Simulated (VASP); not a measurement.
Runs of VASP 6.6.1 on Be. The structure is that of space group Fm-3m (No. 225), or close to it. The cells are those of the table. This isn't the form of Be at room conditions, which is hcp.

| task | cell | k mesh | gap on the mesh (eV) | pressure (GPa) |
| --- | --- | --- | --- | --- |
| single point | a = 2.197 Å, angles 60.0°, 1 atom | 28 × 28 × 28 | none | 0.5 |
| single point | a = 2.282 Å, angles 60.0°, 1 atom | 19 × 19 × 19 | none | -11.8 |
| single point | a = 2.168 Å, angles 60.0°, 1 atom | 19 × 19 × 19 | none | (a) |
| relaxation of cell and atoms | relaxed from a = 2.255 Å, angles 60.0°, 1 atom | 17 × 17 × 17 | none | -0.1 |
| single point | a = 2.197 Å, angles 60.0°, 1 atom | 19 × 19 × 19 | none | 0.5 |

Alike in all rows: level LDA; potentials or basis VASP PAW LDA potentials, release 64 (Be); no spin polarisation; cutoff (eV) 600; smearing fermi-dirac 0.1 eV.

Estimate the missing entries.

(a) 6.2.

Caveats: the cell stands under tension (at least some runs); the cell stands under pressure (at least some runs).

A gap of «none» marks levels without a gap at the run's occupations.
